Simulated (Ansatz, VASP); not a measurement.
# Cd2TeO: VASP beside Ansatz

The input INCAR:

```
SYSTEM = Cd2TeO
  ALGO = Normal
  EDIFF = 1E-6
  ENCUT = 600
  GGA = PE
  GGA_COMPAT = .False.
  ISIF = 2
  ISMEAR = 0
  LASPH = .True.
  LCHARG = .False.
  LREAL = .False.
  LWAVE = .False.
  NBANDS = 26
  NELM = 120
  PREC = Accurate
  SIGMA = 0.1
```

File KPOINTS:

```
k-points
0
Gamma
  4 4 4
  0 0 0
```

Contents of POSCAR:

```
Cd2TeO
1.0
    3.0340250300     -3.1835409600      0.0000000000
    3.0340250300      3.1835409600      0.0000000000
    0.0000000000      0.0000000000      4.8491800000
Cd Te O
2 1 1
Direct
    0.5000000000      0.5000000000      0.5000000000
    0.5000000000      0.5000000000      0.0000000000
    0.0000000000      0.0000000000      0.5000000000
    0.0000000000      0.0000000000      0.0000000000
```

Input for Ansatz:

```yaml
crystal:
  lattice:
    - [3.03402503, -3.18354096, 0.0]
    - [3.03402503, 3.18354096, 0.0]
    - [0.0, 0.0, 4.84918]
  atoms:
    - { symbol: Cd, position: [0.5, 0.5, 0.5] }
    - { symbol: Cd, position: [0.5, 0.5, 0.0] }
    - { symbol: Te, position: [0.0, 0.0, 0.5] }
    - { symbol: O, position: [0.0, 0.0, 0.0] }
basis:
  ecutwfc: 420
kpoints:
  mp_grid: { grid: [4, 4, 4] }
hamiltonian:
  xc: pbe
scf:
  occupations: { method: gaussian, width: 0.1 }
  lower_state_search: "off"
output:
  forces: true
  stress: true
  eigenvalues: true
```

Alike in both runs: task single point; functional PBE; k mesh 4 × 4 × 4; occupations gaussian, width 0.1 eV; no spin polarisation.

|  | VASP | Ansatz |
| --- | --- | --- |
| version | VASP 6.6.1 | Ansatz 0.2.0 |
| potentials or method | VASP PAW PBE potentials, release 64 (Cd, Te, O), cutoff 600 eV | scalar-relativistic, plane waves, PAW |
| valence electrons in the cell | 36 | 62 |

Ansatz gave:

| Item | Value |
| --- | --- |
| gap on the k mesh at the Fermi level (eV) | none |
| pressure (GPa) | 2.7 |
| traceless stress, the component that is largest in VASP (GPa) | 10.57 |

Task: What did VASP give for the same quantities?

Result: gap on the k mesh at the Fermi level (eV): none; pressure (GPa): 3.1; traceless stress, the component that is largest in VASP (GPa): 11.20.

A gap of «none» marks a metal or a gap that the smearing closes. The functional is the same, so the differences come from potentials, cutoffs and numerics. VASP's potentials hold 36 valence electrons a cell and Ansatz's 62, so a difference there can come from the potentials and not from the codes.

Spin-orbit coupling is off throughout.
